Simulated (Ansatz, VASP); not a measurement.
K3HF4: VASP beside Ansatz

```
K H F
1.0
     3.67552    0.00000    0.00000
     0.00000    3.67868    0.00000
     0.00000    0.00000   10.14879
K H F
3 1 4
Direct
  0.00000 0.00000 0.70201
  0.00000 0.00000 0.29799
  0.50000 0.00000 0.00000
  0.50000 0.50000 0.50000
  0.00000 0.50000 0.10801
  0.50000 0.50000 0.22379
  0.00000 0.50000 0.89199
  0.50000 0.50000 0.77621
```

Change from the starting cell: species swapped into the AlCr3B4 type (Pmmm, No. 47).

Alike in both runs: task relaxation of cell and atoms; functional PBE; k mesh 3 × 3 × 2; occupations gaussian, width 0.15 eV; no spin polarisation.

|  | VASP | Ansatz |
| --- | --- | --- |
| version | VASP 6.6.1 | Ansatz 0.2.0 |
| potentials or method | VASP PAW PBE potentials, release 64 (K_sv, H, F), cutoff 600 eV | scalar-relativistic, plane waves, PAW |
| valence electrons in the cell | 56 | 56 |

```csv
,VASP,Ansatz,Ansatz less VASP
"gap on the k mesh at the Fermi level, each at its own relaxed structure (eV)",4.96,4.86,-0.095
relaxed volume (Å³/atom),17.71,17.82,+0.111
relaxed cell length with the largest relative difference (Å),3.560,3.639,+0.0786
```

The k mesh is coarse, so the values compare programs but aren't converged.
